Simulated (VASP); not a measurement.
# TaN (P-62m) in VASP: a series of runs

Runs on TaN. Level: PBEsol+U. Tasks: single point.

Program: VASP 6.6.1. These are calculated values, not measurements. Logs are shortened: lines on timing, memory, paths and dates and some standing lists are left out, and cuts for length are marked.

## (1) The cell of the first run

Symmetry: P-62m, No. 189, hexagonal system. Conventional cell: a = 5.196 Å, b = 5.196 Å, c = 2.911 Å, α = 90.00°, β = 90.00°, γ = 120.00°. Within 3.0 Å of Ta (site symmetry -6) lie 6 N at 2.16 Å and 5 Ta at 2.91 to 3.00 Å. Within 2.7 Å of Ta (site symmetry -62m) lie 3 N at 2.04 Å. N (site symmetry m2m) has 5 Ta at 2.04 to 2.16 Å and 6 N at 2.77 to 2.91 Å within 3.0 Å.

## (2) Single point, PBEsol+U, collinear spin, zero start

File INCAR:

```
PREC = Accurate ; ENCUT = 520
EDIFF = 1E-7 ; ISMEAR = 0
SIGMA = 0.05 ; LREAL = F
LASPH = T ; NELM = 150
ALGO = Normal ; ISIF = 2
LWAVE = F ; LCHARG = T
ISPIN = 2 ; MAGMOM = 0 0 0 0 0 0
LORBIT = 11 ; LMAXMIX = 4
LDAU = T ; LDAUTYPE = 1
LDAUL = 2 -1 ; LDAUU = 2 0
LDAUJ = 0.9 0 ; LDAUPRINT = 1
GGA = PS ; LELF = T
LVHAR = T ; NBANDS = 37
```

File KPOINTS:

```
regular mesh
0
Gamma
  4 4 6
```

File POSCAR:

```
TaN
1.0
    5.1960001500      0.0000000000      0.0000000000
   -2.5980000800      4.4998681300      0.0000000000
    0.0000000000      0.0000000000      2.9109996000
Ta N
3 3
Direct
    0.3333333333      0.6666666667      0.5000000000
    0.6666666667      0.3333333333      0.5000000000
    0.0000000000      0.0000000000      0.0000000000
    0.3928500000      0.0000000000      0.0000000000
    0.6071500000      0.6071500000      0.0000000000
    0.0000000000      0.3928500000      0.0000000000
```

Potentials or basis: VASP PAW PBE potentials, release 64 (Ta_pv, N).

The run is started by

```sh
> cat potpaw_PBE.64/Ta_pv/POTCAR potpaw_PBE.64/N/POTCAR > POTCAR
> mpirun -np 1 vasp_std > vasp.out
```

OUTCAR:

```text
PREC = Accurate
   ENCUT = 520
   EDIFF = 1E-7
   ISMEAR = 0
   LREAL = F
   LASPH = T
   NELM = 150
   ISIF = 2
   ISPIN = 2
   LORBIT = 11
   GGA = PS

 ion  position               nearest neighbor table
   1  0.333  0.667  0.500-   6 2.16   6 2.16   5 2.16   5 2.16   4 2.16   4 2.16   2 3.00   2 3.00
                             2 3.00   3 3.33   3 3.33   3 3.33   3 3.33   3 3.33   3 3.33
   2  0.667  0.333  0.500-   6 2.16   6 2.16   4 2.16   4 2.16   5 2.16   5 2.16   1 3.00   1 3.00
                             1 3.00   3 3.33   3 3.33   3 3.33   3 3.33   3 3.33   3 3.33
   3  0.000  0.000  0.000-   5 2.04   4 2.04   6 2.04   2 3.33   2 3.33   1 3.33   1 3.33   1 3.33
                             2 3.33   2 3.33   1 3.33   2 3.33   2 3.33   1 3.33   1 3.33
   4  0.393  0.000  0.000-   3 2.04   2 2.16   2 2.16   1 2.16   1 2.16
   5  0.607  0.607  0.000-   3 2.04   1 2.16   1 2.16   2 2.16   2 2.16
   6  0.000  0.393  0.000-   3 2.04   2 2.16   2 2.16   1 2.16   1 2.16

  LATTYP: Found a hexagonal cell.
 ALAT       =     5.1960001500
 C/A-ratio  =     0.5602385520

  Lattice vectors:

 A1 = (   5.1960001500,   0.0000000000,   0.0000000000)
 A2 = (  -2.5980000800,   4.4998681300,   0.0000000000)
 A3 = (   0.0000000000,   0.0000000000,   2.9109996000)

Analysis of symmetry for initial positions (statically):
=====================================================================
 Subroutine PRICEL returns:
 Original cell was already a primitive cell.

 Routine SETGRP: Setting up the symmetry group for a
 hexagonal supercell.

 Subroutine GETGRP returns: Found 12 space group operations
 (whereof 12 operations were pure point group operations)
 out of a pool of 24 trial point group operations.

The static configuration has the point symmetry D_3h.

Analysis of symmetry for dynamics (positions and initial velocities):
=====================================================================
 Subroutine PRICEL returns:
 Original cell was already a primitive cell.

 Routine SETGRP: Setting up the symmetry group for a
 hexagonal supercell.

 Subroutine GETGRP returns: Found 12 space group operations
 (whereof 12 operations were pure point group operations)
 out of a pool of 24 trial point group operations.

The dynamic configuration has the point symmetry D_3h.

Analysis of structural, dynamic, and magnetic symmetry:
=====================================================================
 Subroutine PRICEL returns:
 Original cell was already a primitive cell.

 Routine SETGRP: Setting up the symmetry group for a
 hexagonal supercell.
[... 247 lines left out ...]

 number of electron      48.0000002 magnetization       0.0000001

 Free energy of the ion-electron system (eV)
  ---------------------------------------------------
  ext. energy  EPLUGINS =         0.00000000
  ---------------------------------------------------
  free energy    TOTEN  =       -68.38589049 eV

  energy without entropy =      -68.38232366  energy(sigma->0) =      -68.38410707

 E-fermi :   8.3769     XC(G=0): -13.1654

 val. band max:        8.0269594846   @ k =   0.2500  -0.0000   0.3333
 cond. band min:       8.3770681804   @ k =   0.2500  -0.0000   0.1667
 fundamental gap:      0.3501086958
 Fermi energy:         8.3769383508

 spin component 1

 k-point     1 :       0.0000    0.0000    0.0000
  band No.  band energies     occupation
      1     -28.0988      1.00000
      2     -28.0988      1.00000
      3     -27.7479      1.00000
      4     -27.7479      1.00000
      5     -27.5641      1.00000
      6     -27.4570      1.00000
[... 613 lines left out ...]
     35      14.4231      0.00000
     36      14.8306      0.00000
 Fermi energy:         8.3769383508

 spin component 2

 k-point     1 :       0.0000    0.0000    0.0000
  band No.  band energies     occupation
      1     -28.0988      1.00000
      2     -28.0988      1.00000
      3     -27.7479      1.00000
      4     -27.7479      1.00000
      5     -27.5641      1.00000
      6     -27.4570      1.00000
[... 613 lines left out ...]
     35      14.4231      0.00000
     36      14.8306      0.00000
 [bands above 36 left out]

------------------------ aborting loop because EDIFF is reached ----------------------------------------

  FORCE on cell =-STRESS in cart. coord.  units (eV):
  Direction    XX          YY          ZZ          XY          YZ          ZX
  --------------------------------------------------------------------------------------
  -------------------------------------------------------------------------------------
  Total        0.2250721      0.2250721      0.0464355     -0.0000000      0.0000000      0.0000000
  in kB        5.2981117      5.2981117      1.0930738     -0.0000000      0.0000000      0.0000000
  external PRESSURE =       3.8964324 kB  Pullay stress =       0.0000000 kB

 VOLUME and BASIS-vectors are now :
 -----------------------------------------------------------------------------
  energy-cutoff  :      520.00
  volume of cell :       68.06
      direct lattice vectors                 reciprocal lattice vectors
     5.196000150  0.000000000  0.000000000     0.192455730  0.111114367  0.000000000
    -2.598000080  4.499868130  0.000000000     0.000000000  0.222228735  0.000000000
     0.000000000  0.000000000  2.910999600     0.000000000  0.000000000  0.343524609

 POSITION                                       TOTAL-FORCE (eV/Angst)
 -----------------------------------------------------------------------------------
     -0.00000      2.99991      1.45550        -0.000000     -0.000000     -0.000000
      2.59800      1.49996      1.45550        -0.000000      0.000000     -0.000000
      0.00000      0.00000      0.00000        -0.000000     -0.000000     -0.000000
      2.04125      0.00000      0.00000         0.079563      0.000000      0.000000
      1.57738      2.73209      0.00000        -0.039781     -0.068903     -0.000000
     -1.02062      1.76777      0.00000        -0.039781      0.068903     -0.000000
 -----------------------------------------------------------------------------------
    total drift:                               -0.000002     -0.000003      0.000000

  FREE ENERGIE OF THE ION-ELECTRON SYSTEM (eV)
  ---------------------------------------------------
  free  energy   TOTEN  =       -68.3858904885 eV

  energy  without entropy=      -68.3823236603  energy(sigma->0) =      -68.38410707

 total charge

# of ion       s       p       d       tot
------------------------------------------
    1        0.298   6.271   2.353   8.922
    2        0.298   6.271   2.353   8.922
    3        0.341   6.229   2.381   8.951
    4        1.232   2.558   0.000   3.790
    5        1.232   2.558   0.000   3.790
    6        1.232   2.558   0.000   3.790
--------------------------------------------------
tot          4.634  26.446   7.087  38.167

 magnetization (x)

# of ion       s       p       d       tot
------------------------------------------
    1       -0.000   0.000   0.000   0.000
    2       -0.000   0.000   0.000   0.000
    3        0.000  -0.000   0.000   0.000
    4        0.000   0.000   0.000   0.000
    5        0.000   0.000   0.000   0.000
    6        0.000   0.000   0.000   0.000
--------------------------------------------------
tot          0.000   0.000   0.000   0.000
```

OSZICAR:

```text
N       E                     dE             d eps       ncg     rms          rms(c)
DAV:   1     0.443660122472E+03    0.44366E+03   -0.25312E+04  2368   0.137E+03
DAV:   2    -0.481590284102E+02   -0.49182E+03   -0.46496E+03  2637   0.414E+02
DAV:   3    -0.776110451739E+02   -0.29452E+02   -0.28912E+02  2822   0.992E+01
DAV:   4    -0.780738247188E+02   -0.46278E+00   -0.45964E+00  2968   0.126E+01
DAV:   5    -0.780791458805E+02   -0.53212E-02   -0.53192E-02  2798   0.124E+00    0.438E+01
DAV:   6    -0.687442085535E+02    0.93349E+01   -0.29822E+01  2822   0.326E+01    0.173E+01
DAV:   7    -0.684931851596E+02    0.25102E+00   -0.15779E+00  2681   0.738E+00    0.111E+01
DAV:   8    -0.684057258109E+02    0.87459E-01   -0.47028E-01  2721   0.378E+00    0.191E+00
DAV:   9    -0.683866706894E+02    0.19055E-01   -0.43722E-02  2722   0.135E+00    0.368E-01
DAV:  10    -0.683860385888E+02    0.63210E-03   -0.69696E-03  2837   0.478E-01    0.302E-01
DAV:  11    -0.683859004372E+02    0.13815E-03   -0.76274E-04  2869   0.197E-01    0.365E-02
DAV:  12    -0.683858916444E+02    0.87928E-05   -0.46619E-05  2783   0.478E-02    0.161E-02
DAV:  13    -0.683858907197E+02    0.92473E-06   -0.21594E-06  2827   0.893E-03    0.694E-03
DAV:  14    -0.683858905485E+02    0.17114E-06   -0.11282E-07  1782   0.217E-03    0.237E-03
DAV:  15    -0.683858904885E+02    0.60068E-07   -0.57286E-08  1439   0.123E-03
   1 F= -.68385890E+02 E0= -.68384107E+02  d E =-.356683E-02  mag=     0.0000
```

stdout:

```text
POSCAR found type information on POSCAR TaN
 POSCAR found :  2 types and       6 ions
 scaLAPACK will be used
 -----------------------------------------------------------------------------
|                                                                             |
|                                                                             |
|     You enforced a specific xc type in the INCAR file but a different       |
|     I HOPE YOU KNOW WHAT YOU ARE DOING!                                     |
|                                                                             |
 -----------------------------------------------------------------------------

 LDA part: xc-table for (Slater+PW92), standard interpolation
 POSCAR, INCAR and KPOINTS ok, starting setup
 FFT: planning ... GRIDC
 FFT: planning ... GRID_SOFT
 FFT: planning ... GRID
 WAVECAR not read
 entering main loop
```

Run time: 2.9 min. Hardware: 1 thread of Intel Xeon 8259CL, shared host; peak memory 0.25 GiB.

Results:

- Free energy: -68.3859 eV
- Pressure: 0.4 GPa
- Largest force: 0.080 eV/Å
- Band gap on the k mesh: zero (filled and empty bands overlap)
- Net moment: 0.00 μB per cell
- Valence electrons inside the program's atomic spheres: Ta 8.92, 8.95 (each value once); N 3.79

Forces in eV/Å, atoms in the order of the input:
```
Ta   0.000  0.000  0.000
Ta   0.000  0.000  0.000
Ta   0.000  0.000  0.000
N    0.080  0.000  0.000
N   -0.040 -0.069  0.000
N   -0.040  0.069  0.000
```

Levels at points of the mesh, in eV from the Fermi level:
Spin up:
| k point | band 20 | band 21 | band 22 | band 23 | band 24 | band 25 | band 26 | band 27 | band 28 | band 29 |
| --- | --- | --- | --- | --- | --- | --- | --- | --- | --- | --- |
| (0.00, 0.00, 0.00) | -5.12 | -4.35 | -3.45 | -2.01 | -0.99 | -0.99 | 0.57 | 0.57 | 1.78 | 1.85 |
| (0.50, 0.00, 0.00) | -4.69 | -3.98 | -3.98 | -2.94 | -2.71 | 1.12 | 1.81 | 1.84 | 2.43 | 2.45 |
| (0.00, 0.00, 0.50) | -4.57 | -4.45 | -2.95 | -2.95 | 1.89 | 1.89 | 1.91 | 2.12 | 2.12 | 3.21 |
| (0.50, 0.00, 0.50) | -4.85 | -4.09 | -3.34 | -2.09 | -0.99 | 0.44 | 1.28 | 3.20 | 3.22 | 3.35 |
Spin down:
| k point | band 21 | band 22 | band 23 | band 24 | band 25 | band 26 | band 27 | band 28 |
| --- | --- | --- | --- | --- | --- | --- | --- | --- |
| (0.00, 0.00, 0.00) | -4.35 | -3.45 | -2.01 | -0.99 | -0.99 | 0.57 | 0.57 | 1.78 |
| (0.50, 0.00, 0.00) | -3.98 | -3.98 | -2.94 | -2.71 | 1.12 | 1.81 | 1.84 | 2.43 |
| (0.00, 0.00, 0.50) | -4.45 | -2.95 | -2.95 | 1.89 | 1.89 | 1.91 | 2.12 | 2.12 |
| (0.50, 0.00, 0.50) | -4.09 | -3.34 | -2.09 | -0.99 | 0.44 | 1.28 | 3.20 | 3.22 |

Eigenvalues of the final occupation matrices:
| site | spin | trace | eigenvalues |
| --- | --- | --- | --- |
| site 1 d | 1 | 1.20 | 0.22 0.22 0.24 0.24 0.28 |
| site 1 d | 2 | 1.20 | 0.22 0.22 0.24 0.24 0.28 |
| site 2 d | 1 | 1.20 | 0.22 0.22 0.24 0.24 0.28 |
| site 2 d | 2 | 1.20 | 0.22 0.22 0.24 0.24 0.28 |
| site 3 d | 1 | 1.22 | 0.20 0.20 0.24 0.24 0.33 |
| site 3 d | 2 | 1.22 | 0.20 0.20 0.24 0.24 0.33 |

Caveat: the PAW data sets were made with another functional, which shifts forces and pressure a little; spin-orbit coupling is left out, which moves the levels of the heavy elements.

## (3) Single point, PBEsol+U, non-collinear spin, zero start

File INCAR:

```
PREC = Accurate
ENCUT = 520
EDIFF = 1E-6
ISMEAR = 0
SIGMA = 0.05
LREAL = False
LASPH = True
NELM = 150
ALGO = Normal
ISIF = 2
LWAVE = False
LCHARG = False
LNONCOLLINEAR = True
MAGMOM = 0 0 0 0 0 0 0 0 0 0 0 0 0 0 0 0 0 0
LORBIT = 11
LMAXMIX = 4
LDAU = True
LDAUTYPE = 1
LDAUL = 2 -1
LDAUU = 2 0
LDAUJ = 0.9 0
LDAUPRINT = 1
GGA = PS
NBANDS = 64
```

File KPOINTS:

```
Automatic mesh
0
Gamma
  4 4 6
```

POSCAR is that of step 2.

Potentials or basis: VASP PAW PBE potentials, release 64 (Ta_pv, N).

The run is started by

```sh
> cat potpaw_PBE.64/Ta_pv/POTCAR potpaw_PBE.64/N/POTCAR > POTCAR
> mpirun -np 1 vasp_ncl > vasp.out
```

It took 5.3 min on 1 thread of Intel Xeon 8259CL, shared host; peak memory 0.4 GiB.

The run converged. Its results:

| Property | Result |
| --- | --- |
| Free energy | -68.3859 eV |
| Pressure | 0.4 GPa |
| Largest force | 0.080 eV/Å |
| Band gap on the k mesh | zero (bands 48 and 49 overlap by 2.88 eV) |
| Net moment | 0.00 μB per cell |
| Valence electrons inside the program's atomic spheres | Ta 8.92, 8.95 (each value once); N 3.79 |

Forces on the atoms (eV/Å):
```
Ta   0.000  0.000  0.000
Ta   0.000  0.000  0.000
Ta   0.000  0.000  0.000
N    0.080  0.000  0.000
N   -0.040 -0.069  0.000
N   -0.040  0.069  0.000
```

Stress tensor (GPa, compression positive):
```
0.53 0.00 0.00
0.00 0.53 0.00
0.00 0.00 0.11
```

Levels at points of the mesh, in eV from the Fermi level:
```tsv
k point	band 44	band 45	band 46	band 47	band 48	band 49	band 50	band 51	band 52	band 53
(0.00, 0.00, 0.00)	-3.45	-2.01	-2.01	-0.99	-0.99	-0.99	-0.99	0.57	0.57	0.57
(0.50, 0.00, 0.00)	-3.98	-2.94	-2.94	-2.71	-2.71	1.12	1.12	1.81	1.81	1.84
(0.00, 0.00, 0.50)	-2.95	-2.95	-2.95	1.89	1.89	1.89	1.89	1.91	1.91	2.12
(0.50, 0.00, 0.50)	-3.34	-2.09	-2.09	-0.99	-0.99	0.44	0.44	1.28	1.28	3.20
```

Moments on the atoms (μB; x, y, z):
```
Ta  0.00 0.00 0.00
Ta  0.00 0.00 0.00
Ta  0.00 0.00 0.00
N   0.00 0.00 0.00
N   0.00 0.00 0.00
N   0.00 0.00 0.00
```

Caveat: the PAW data sets were made with another functional, which shifts forces and pressure a little; spin-orbit coupling is left out, which moves the levels of the heavy elements.
